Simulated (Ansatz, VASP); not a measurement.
**Co in VASP and in Ansatz**

Contents of INCAR:

```
SYSTEM = Co
ALGO = Normal
EDIFF = 1E-6
ENCUT = 520
GGA = PE
ISIF = 2
ISMEAR = -1
ISPIN = 2
LASPH = .True.
LCHARG = .False.
LMAXMIX = 4
LORBIT = 11
LREAL = .False.
LWAVE = .False.
MAGMOM = 2 2
NBANDS = 20
NELM = 150
PREC = Accurate
SIGMA = 0.05
```

KPOINTS

```
k-points
0
Gamma
  12 12 7
  0 0 0
```

Contents of POSCAR:

```
Co
1.0
    2.4719999032      0.0000000000      0.0000000000
   -1.2359999516      2.1408147143      0.0000000000
    0.0000000000      0.0000000000      4.0211440800
Co
2
Direct
    0.6666666667      0.3333333333      0.7500000000
    0.3333333333      0.6666666667      0.2500000000
```

The input input.yaml:

```yaml
crystal:
  lattice:
    - [2.4719999032, 0.0, 0.0]
    - [-1.2359999516, 2.1408147143, 0.0]
    - [0.0, 0.0, 4.02114408]
  atoms:
    - { symbol: Co, position: [0.6666666667, 0.3333333333, 0.75], spin: 2.0 }
    - { symbol: Co, position: [0.3333333333, 0.6666666667, 0.25], spin: 2.0 }
kpoints:
  mp_grid: { grid: [12, 12, 7] }
  band_path:
    path:
      - [0.0, 0.0, 0.0]
      - [0.5, 0.0, 0.0]
      - [0.3333333333, 0.3333333333, 0.0]
      - [0.0, 0.0, 0.0]
      - [0.0, 0.0, 0.5]
      - [0.5, 0.0, 0.5]
      - [0.3333333333, 0.3333333333, 0.5]
      - [0.0, 0.0, 0.5]
    npoints: 8
scf:
  occupations: { method: fermi_dirac, width: 0.05 }
hamiltonian:
  xc: pbe
  pseudopotentials: { kind: all_electron, lapw: { basis_error: 0.001 } }
magnetization:
  spin_polarized: true
output:
  forces: true
  stress: true
  eigenvalues: true
```

Alike in both runs: functional PBE; k mesh 12 × 12 × 7; occupations fermi-dirac, width 0.05 eV; collinear spin.

|  | VASP | Ansatz |
| --- | --- | --- |
| version | VASP 6.6.1 | Ansatz 0.2.0 |
| potentials or method | VASP PAW PBE potentials, release 64 (Co), cutoff 520 eV | all-electron LAPW, scalar-relativistic |
| task | single point | band structure |

|  | VASP | Ansatz | Ansatz less VASP |
| --- | --- | --- | --- |
| gap on the k mesh at the Fermi level (eV) | none | none | - |
| pressure (GPa) | 3.8 | 4.6 | +0.83 |
| traceless stress, the component that is largest in VASP (GPa) | -1.86 | -1.85 | +0.009 |
| net moment per atom (μB) | 1.60 | 1.61 | +0.008 |
| size of the moment on the site where the two differ most (μB) | 1.61 | 1.66 | +0.045 |

Site moments also hang on the region over which each program counts them. A gap of «none» marks a metal or a gap that the smearing closes. Ansatz ran all-electron here, and VASP with PAW potentials.
